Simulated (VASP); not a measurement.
Input of a VASP 6.6.1 run:

Contents of INCAR:

```
SYSTEM = Ag
ALGO = Normal
EDIFF = 1E-6
ENCUT = 500
GGA = PE
GGA_COMPAT = .False.
ISIF = 2
ISMEAR = 0
IVDW = 12
LASPH = .True.
LCHARG = .False.
LREAL = .False.
LWAVE = .False.
NBANDS = 24
NELM = 120
PREC = Accurate
SIGMA = 0.1
```

KPOINTS

```
k-points
0
Gamma
  6 1 1
  0 0 0
```

POSCAR

```
Ag
1.0
    1.4730471633      0.8504641762      7.2046500000
   -1.4730471633      0.8504641762      7.2046500000
    0.0000000000     -1.7009283525      7.2046500000
Ag
3
Direct
    0.0000000000      0.0000000000      0.0000000000
    0.7777190000      0.7777190000      0.7777190000
    0.3919972224      0.0525647776      0.2222810000
```

Potentials or basis: VASP PAW PBE potentials, release 64 (Ag).

Command:

```console
$ cat potpaw_PBE.64/Ag/POTCAR > POTCAR
$ mpirun -np 1 vasp_std > vasp.out
```

(1) Estimate the dispersion energy per atom.

(2) What does it give for the band gap on the k mesh?

(3) Predict the pressure.

## Answers

(1) -0.556 eV.

(2) zero (an odd number of electrons rules out a gap without spin polarisation).

(3) -15.6 GPa.

Caveat: the k points lie up to 2.18 Å⁻¹ apart, too coarse for converged energies and pressures of a metal; three body term missing.
